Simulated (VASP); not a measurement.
Crystal: WC.

```
CELL_PARAMETERS angstrom
0.00000 2.16305 2.16305
2.16305 0.00000 2.16305
2.16305 2.16305 0.00000
ATOMIC_POSITIONS crystal
W 0.00000 0.00000 0.00000
C 0.50000 0.50000 0.50000
```

This cell differs from its parent crystal: volume scaled by 0.96.

Base run:

```yaml
Program: VASP 6.6.1
Functional: PBE
Potentials_or_basis: VASP PAW PBE potentials, release 64 (W_sv, C)
Cutoff: 520 eV
k_mesh: 10 × 10 × 10
Occupations: fermi-dirac, width 0.05 eV
Spin: no spin polarisation
```

Its results: band gap on the k mesh zero (band 9 reaches 14.17 eV, above the bottom of band 10 at 10.79 eV); pressure 15.6 GPa.

Task: The run is repeated on the same cell with these changes: functional from PBE to LDA; potentials or basis from VASP PAW PBE potentials, release 64 (W_sv, C) to VASP PAW LDA potentials, release 64 (W_sv, C). What comes out?

Result: Band gap on the k mesh zero (band 9 reaches 14.03 eV, above the bottom of band 10 at 10.67 eV); pressure 1.2 GPa.

Caveats: spin-orbit coupling is left out, which moves the levels of the heavy elements.
